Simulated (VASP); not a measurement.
The system is BN.

```xyz
4
Lattice="2.5194 0.0000 0.0000 -1.2597 2.1819 0.0000 0.0000 0.0000 4.1697" Properties=species:S:1:pos:R:3 pbc="T T T"
N     0.0000    1.4546    0.5224
N     1.2597    0.7273    2.6072
B     0.0000    1.4546    2.0837
B     1.2597    0.7273    4.1686
```

Base run:

* Program: VASP 6.6.1
* Functional: PBE
* Potentials or basis: VASP PAW PBE potentials, release 64 (N, B)
* Cutoff: 520 eV
* k mesh: 12 × 12 × 6
* Occupations: fermi-dirac, width 0.05 eV
* Spin: no spin polarisation

Its results: band gap on the k mesh 5.13 eV, indirect (least direct gap 8.43 eV); pressure 16.7 GPa; largest force 0.018 eV/Å.

Question: After a change of settings the same cell gave: band gap on the k mesh 5.67 eV, indirect (least direct gap 9.12 eV); pressure 13.0 GPa; largest force 0.011 eV/Å. Which change was it?
A. functional from PBE to LDA; potentials or basis from VASP PAW PBE potentials, release 64 (N, B) to VASP PAW LDA potentials, release 64 (N, B)
B. functional from PBE to PBEsol; further incar settings from ALGO = Normal; EDIFF = 1e-07; NBANDS = 16 to ALGO = Normal; EDIFF = 1e-06; NBANDS = 16
C. functional from PBE to r2SCAN

Answer: C.

r2SCAN gives the wider gap, since meta-GGAs in the generalised Kohn-Sham scheme recover part of the derivative discontinuity.

Caveats: the PAW data sets were made with another functional, which shifts forces and pressure a little (some runs).
